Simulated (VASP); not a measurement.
A run of VASP 6.6.1:

The input INCAR:

```
PREC = Accurate
ENCUT = 500
EDIFF = 1E-6
ISMEAR = 0
SIGMA = 0.02
LREAL = False
LASPH = True
NELM = 120
ALGO = Normal
ISIF = 2
LWAVE = False
LCHARG = False
GGA = PE
IVDW = 12
NBANDS = 35
GGA_COMPAT = False
```

File KPOINTS:

```
regular mesh
0
Gamma
  6 6 2
```

File POSCAR:

```
Te2Mo
1.0
    3.5182000000      0.0000000000      0.0000000000
   -1.7591000000      3.0468505760      0.0000000000
    0.0000000000      0.0000000000     13.9736000000
Te Mo
4 2
Direct
    0.3333333330      0.6666666670      0.6210000000
    0.6666666670      0.3333333330      0.1210000000
    0.3333333330      0.6666666670      0.8790000000
    0.6666666670      0.3333333330      0.3790000000
    0.3333333330      0.6666666670      0.2500000000
    0.6666666670      0.3333333330      0.7500000000
```

Potentials or basis: VASP PAW PBE potentials, release 64 (Te, Mo_sv).

Run with:

```bash
$ cat potpaw_PBE.64/Te/POTCAR potpaw_PBE.64/Mo_sv/POTCAR > POTCAR
$ mpirun -np 1 vasp_std > vasp.out
```

Hardware: 1 thread of Intel Xeon 6975P-C, on a shared host.

Problem. Estimate the wall time of this run.

Solution. It took 100 s on 1 thread of Intel Xeon 6975P-C, with other jobs on the host, peak memory 0.31 GiB. Counts: scf iterations 17, k points 14.
